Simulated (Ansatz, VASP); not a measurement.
## CdSn2 in VASP and in Ansatz

```xyz
3
Lattice="-2.0246 2.0246 4.9140 2.0246 -2.0246 4.9140 2.0246 2.0246 -4.9140" Properties=species:S:1:pos:R:3 pbc="T T T"
Cd    0.0000    0.0000    0.0000
Sn    0.0000    0.0000    6.5843
Sn    0.0000    0.0000    3.2437
```

Alike in both runs: functional PBE; k mesh 6 × 6 × 6; occupations gaussian, width 0.1 eV; no spin polarisation.

Ansatz relaxed the structure, and its values are those at the end. VASP's run is a single point on that final structure, the one shown.

|  | VASP | Ansatz |
| --- | --- | --- |
| version | VASP 6.6.1 | Ansatz 0.2.0 |
| potentials or method | VASP PAW PBE potentials, release 64 (Cd, Sn_d), cutoff 520 eV | scalar-relativistic, plane waves, PAW |
| valence electrons in the cell | 40 | 48 |

```tsv
	VASP	Ansatz	Ansatz less VASP
gap on the k mesh at the Fermi level (eV)	none	none	-
pressure (GPa)	0.0	0.0	-0.04
rms of the force components (eV/Å)	0.006	0.005	-0.0004
```

A gap of «none» marks a metal or a gap that the smearing closes. With one functional, cell and mesh, what is left measures potentials, basis and numerics. VASP's potentials hold 40 valence electrons a cell and Ansatz's 48, so a difference there can come from the potentials and not from the codes.

The k mesh is coarse, so the values compare programs but aren't converged.
